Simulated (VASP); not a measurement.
Set up this calculation in VASP 6.6.1, as the native input.

- Task: single point
- Functional: PBE
- Dispersion: D3(BJ)
- Potentials or basis: VASP PAW PBE potentials, release 64 (W_sv, S)
- Cutoff: 520 eV
- k mesh: 12 × 12 × 2
- Occupations: gaussian, width 0.02 eV
- Spin: no spin polarisation
- Dipole correction: no
- k mesh for the DOS: 18 × 18 × 3
- Occupations for the DOS: tetrahedron
- Further INCAR settings: ALGO = Normal; EDIFF = 1e-06

WS2, a slab with vacuum:

```xyz
3
Lattice="3.1597 0.0000 0.0000 -1.5799 2.7364 0.0000 0.0000 0.0000 16.9395" Properties=species:S:1:pos:R:3 pbc="T T T"
W     0.0000    1.8243    0.0000
S     1.5799    0.9121   15.3635
S     1.5799    0.9121    1.5760
```

These files were run (other wordings do the same):

POSCAR

```
WS2
1.0
    3.1597166908      0.0000000000      0.0000000000
   -1.5798583454      2.7363949230      0.0000000000
    0.0000000000      0.0000000000     16.9394672486
W S
1 2
Direct
    0.3333333333      0.6666666667      0.0000000000
    0.6666666667      0.3333333333      0.9069626209
    0.6666666667      0.3333333333      0.0930373791
```

INCAR.step1

```
ALGO = Normal
EDIFF = 1E-6
ENCUT = 520
GGA = PE
ISIF = 2
ISMEAR = 0
IVDW = 12
LASPH = T
LCHARG = T
LMAXMIX = 4
LREAL = F
LWAVE = F
NBANDS = 20
NELM = 100
PREC = Accurate
SIGMA = 0.02
```

KPOINTS.step1

```
k-points
0
Gamma
  12 12 2
```

INCAR.step2

```
ALGO = Normal
EDIFF = 1E-6
ENCUT = 520
GGA = PE
ICHARG = 11
ISIF = 2
ISMEAR = -5
IVDW = 12
LASPH = T
LCHARG = F
LMAXMIX = 4
LORBIT = 10
LREAL = F
LWAVE = F
NEDOS = 2001
NELM = 100
PREC = Accurate
SIGMA = 0.02
```

KPOINTS.step2

```
k-points
0
Gamma
  18 18 3
```

Potentials or basis: VASP PAW PBE potentials, release 64 (W_sv, S).

The run is started by

```sh
$ cat potpaw_PBE.64/W_sv/POTCAR potpaw_PBE.64/S/POTCAR > POTCAR
$ cp INCAR.step1 INCAR
$ cp KPOINTS.step1 KPOINTS
$ mpirun -np 1 vasp_std > vasp.out
$ cp INCAR.step2 INCAR
$ cp KPOINTS.step2 KPOINTS
$ mpirun -np 1 vasp_std > vasp.out
```

It gave:

```json
{
 "Valence electrons inside the program's atomic spheres": "W 12.03; S 3.72",
 "Dispersion energy per atom": "-0.311 eV"
}
```

Wall time 5.4 min on 1 thread of Intel(R) Xeon(R) Platinum 8488C (Sapphire Rapids), with other jobs on the host, peak memory 0.36 GiB.
